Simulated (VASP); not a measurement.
Wanted: the native input for a VASP 6.6.1 run.

```
Task                   : relaxation of cell and atoms
Functional             : PBE
Potentials or basis    : VASP PAW PBE potentials, release 64 (Tm_3, H, Os), 4f in core
Cutoff                 : 600 eV
k mesh                 : 10 × 10 × 10
Occupations            : gaussian, width 0.1 eV
Spin                   : no spin polarisation
Dipole correction      : no
Further INCAR settings : ALGO = Normal; EDIFF = 1e-07; IBRION = 2; EDIFFG = -0.01; NSW = 100; ISIF = 3
```

The structure of TmHOs lies in POSCAR:

```
TmHOs
1.0
    3.3519023045      0.0000000000      0.0000000000
    0.0000000000      3.3519023045      0.0000000000
    0.0000000000      0.0000000000      3.6593881176
Tm H Os
1 1 1
Direct
    0.5000000000      0.5000000000      0.5000000000
    0.0000000000      0.0000000000      0.5000000000
    0.0000000000      0.0000000000      0.0000000000
```

The cell was generated, and may not be a known phase.

One way to write it, as run:

INCAR

```
PREC = Accurate
ENCUT = 600
EDIFF = 1E-7
ISMEAR = 0
SIGMA = 0.1
LREAL = False
LASPH = True
NELM = 200
ALGO = Normal
ISIF = 3
LWAVE = False
LCHARG = False
GGA = PE
IBRION = 2
NSW = 100
EDIFFG = -0.01
GGA_COMPAT = False
NELMIN = 4
LMAXMIX = 6
```

KPOINTS

```
regular mesh
0
Gamma
  10 10 10
```

Potentials or basis: VASP PAW PBE potentials, release 64 (Tm_3, H, Os), 4f in core.

Launch:

```console
$ cat potpaw_PBE.64/Tm_3/POTCAR potpaw_PBE.64/H/POTCAR potpaw_PBE.64/Os/POTCAR > POTCAR
$ mpirun -np 1 vasp_std > vasp.out
```

It gave:

```yaml
Relaxed_volume: 13.83 Å³/atom
Relaxed_cell: a = 3.409 Å, b = 3.409 Å, c = 3.570 Å, α = 90.00°, β = 90.00°, γ = 90.00°
Space_group_after_relaxing_to_0.1_Å: P4/mmm (No. 123)
Energy_gained_by_relaxing: 3.6 meV/atom
Ionic_steps: 8
Pressure_after_relaxing: 0.0 GPa
Band_gap_on_the_k_mesh: zero (bands 9 and 10 overlap by 1.81 eV)
```

Caveat: spin-orbit coupling is left out, which moves the levels of the heavy elements; the 4f electrons are frozen in the core, so they carry no moment and show no levels.

It took 7.9 min on 1 thread of Intel(R) Xeon(R) Platinum 8375C CPU @ 2.90GHz (Ice Lake), with other jobs on the host, peak memory 0.26 GiB.
